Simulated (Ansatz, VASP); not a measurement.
## One calculation of BaTiO3, two programs

Contents of POSCAR:

```
BaTiO3
1.0
    4.0588155400      0.0000000000      0.0000000000
    0.0000000000      4.0588155400      0.0000000000
    0.0000000000      0.0000000000      8.1176310800
Ba Ti O
2 2 6
Direct
    0.5000000000      0.5000000000      0.2500000000
    0.5000000000      0.5000000000      0.7500000000
    0.0000000000      0.0000000000      0.0000000000
    0.0000000000      0.0000000000      0.5000000000
    0.5000000000      0.0000000000      0.0000000000
    0.5000000000      0.0000000000      0.5000000000
    0.0000000000      0.5000000000      0.0000000000
    0.0000000000      0.5000000000      0.5000000000
    0.0000000000      0.0000000000      0.2500000000
    0.0000000000      0.0000000000      0.7500000000
```

The input INCAR.step1:

```
SYSTEM = BaTiO3
ALGO     = Normal         ! electronic algorithm
EDIFF    = 1E-4           ! SCF threshold, eV
ENCUT    = 520            ! plane-wave cutoff, eV
GGA      = PE             ! functional
ISMEAR   = 0              ! smearing method
ISPIN    = 2              ! spin polarisation
LASPH    = .True.         ! aspherical terms in the spheres
LCHARG   = .False.        ! write CHGCAR
LMAXMIX  = 4              ! l up to which the mixer works
LREAL    = .False.        ! projectors in reciprocal space
LWAVE    = .True.         ! write WAVECAR
MAGMOM   = 0 0 0 0 0 0 0 0 0 0 ! initial moments
NBANDS   = 55             ! bands
NELM     = 150            ! most SCF steps
PREC     = Accurate       ! precision mode
SIGMA    = 0.0444         ! smearing width, eV
```

The input INCAR.step2:

```
SYSTEM = BaTiO3
ALGO     = Normal         ! electronic algorithm
EDIFF    = 1E-6           ! SCF threshold, eV
ENCUT    = 520            ! plane-wave cutoff, eV
ISIF     = 2              ! what is computed and relaxed
ISMEAR   = 0              ! smearing method
ISPIN    = 2              ! spin polarisation
ISTART   = 1            
LASPH    = .True.         ! aspherical terms in the spheres
LCHARG   = .False.        ! write CHGCAR
LMAXMIX  = 4              ! l up to which the mixer works
LMIXTAU  = .True.       
LORBIT   = 11             ! projections on sites
LREAL    = .False.        ! projectors in reciprocal space
LWAVE    = .False.        ! write WAVECAR
MAGMOM   = 0 0 0 0 0 0 0 0 0 0 ! initial moments
METAGGA  = R2SCAN         ! meta-GGA
NBANDS   = 55             ! bands
NELM     = 150            ! most SCF steps
PREC     = Accurate       ! precision mode
SIGMA    = 0.0444         ! smearing width, eV
```

File KPOINTS:

```
k-points
0
Gamma
  6 6 3
  0 0 0
```

Input for Ansatz:

```yaml
crystal:
  lattice:
    - [4.05881554, 0.0, 0.0]
    - [0.0, 4.05881554, 0.0]
    - [0.0, 0.0, 8.11763108]
  atoms:
    - { symbol: Ba, position: [0.5, 0.5, 0.25] }
    - { symbol: Ba, position: [0.5, 0.5, 0.75] }
    - { symbol: Ti, position: [0.0, 0.0, 0.0] }
    - { symbol: Ti, position: [0.0, 0.0, 0.5] }
    - { symbol: O, position: [0.5, 0.0, 0.0] }
    - { symbol: O, position: [0.5, 0.0, 0.5] }
    - { symbol: O, position: [0.0, 0.5, 0.0] }
    - { symbol: O, position: [0.0, 0.5, 0.5] }
    - { symbol: O, position: [0.0, 0.0, 0.25] }
    - { symbol: O, position: [0.0, 0.0, 0.75] }
kpoints:
  mp_grid: { grid: [6, 6, 3], shift: [0, 0, 0] }
  band_path:
    path:
      - [0.0, 0.0, 0.0]
      - [0.0, 0.5, 0.0]
      - [0.5, 0.5, 0.0]
      - [0.0, 0.0, 0.0]
      - [0.5, 0.5, 1.0]
      - [0.0, 0.5, 0.0]
      - [0.5, 0.5, 1.0]
      - [0.5, 0.5, 0.0]
    npoints: 10
magnetization:
  spin_polarized: true
scf:
  occupations: { method: gaussian, width: 0.0444 }
  lower_state_search: "off"
  max_iter: 200
hamiltonian:
  pseudopotentials: { kind: paw }
  xc: r2scan
basis:
  ecutwfc: 500
  fft_grid_basis: typed
output:
  forces: true
  stress: true
  eigenvalues: true
  bader: true
  populations: true
  elf: true
  write_potential: true
  volumetric_format: npy
  dos:
    e_range: [-12, 8]
    de: 0.05
    projected: { site_lists: { Ba: [Ba], O: [O], Ti: [Ti] } }
checkpoint:
  read: saved_state
```

Alike in both runs: task single point; functional r2SCAN; k mesh 6 × 6 × 3; occupations gaussian, width 0.0444 eV; collinear spin.

|  | VASP | Ansatz |
| --- | --- | --- |
| version | VASP 6.6.1 | Ansatz 0.2.0 |
| potentials or method | VASP PAW PBE potentials, release 64 (Ba_sv, Ti_sv, O), cutoff 520 eV | PAW plane waves |
| valence electrons in the cell | 80 | 80 |

|  | VASP | Ansatz | Ansatz less VASP |
| --- | --- | --- | --- |
| gap on the k mesh at the Fermi level (eV) | 2.03 | 2.05 | +0.017 |
| pressure (GPa) | -6.2 | -7.8 | -1.64 |

VASP's potentials were made for PBE, not for r2SCAN. With one functional, cell and mesh, what is left measures potentials, basis and numerics. Ansatz's warnings: no starting moments.

Neither program's run includes spin-orbit coupling.
